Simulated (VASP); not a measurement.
Here is a VASP 6.6.1 calculation.

POSCAR

```
Cu
1.0
   -1.4617796199      1.4617796199      1.3941898615
    1.4617796199     -1.4617796199      1.3941898615
    1.4617796199      1.4617796199     -1.3941898615
Cu
1
Direct
    0.0000000000      0.0000000000      0.0000000000
```

INCAR.step1

```
SYSTEM = Cu
PREC = Accurate
ENCUT = 520
EDIFF = 1E-5
ISMEAR = -1
SIGMA = 0.05
LREAL = .False.
LASPH = .True.
NELM = 60
ALGO = Normal
ISIF = 2
LWAVE = .True.
GGA = PE
NBANDS = 12
```

INCAR.step2

```
SYSTEM = Cu
PREC = Accurate
ENCUT = 520
EDIFF = 1E-7
ISMEAR = -1
SIGMA = 0.05
LREAL = .False.
LASPH = .True.
NELM = 60
ALGO = Normal
ISIF = 2
LWAVE = .False.
LCHARG = .True.
GGA = PE
LHFCALC = .True.
HFSCREEN = 0.2079
PRECFOCK = Normal
LELF = .True.
LVHAR = .True.
ISTART = 1
NBANDS = 12
```

File KPOINTS:

```
regular mesh
0
Gamma
  8 8 8
  0 0 0
```

Potentials or basis: VASP PAW PBE potentials, release 64 (Cu).

Launch:

```bash
$ cat potpaw_PBE.64/Cu/POTCAR > POTCAR
$ cp INCAR.step1 INCAR
$ mpirun -np 1 vasp_std > vasp.out
$ cp INCAR.step2 INCAR
$ mpirun -np 1 vasp_std > vasp.out
```

Question: Estimate the band gap on the k mesh.

Answer: Zero (an odd number of electrons rules out a gap without spin polarisation).

Question: Estimate the pressure.

Answer: 1.9 GPa.

Stress tensor (GPa, compression positive):
```
2.08 0.00 0.00
0.00 2.08 0.00
0.00 0.00 1.57
```

Caveat: the k points lie up to 0.39 Å⁻¹ apart, too coarse for converged energies and pressures of a metal; the PAW data sets were made with another functional, which shifts forces and pressure a little.
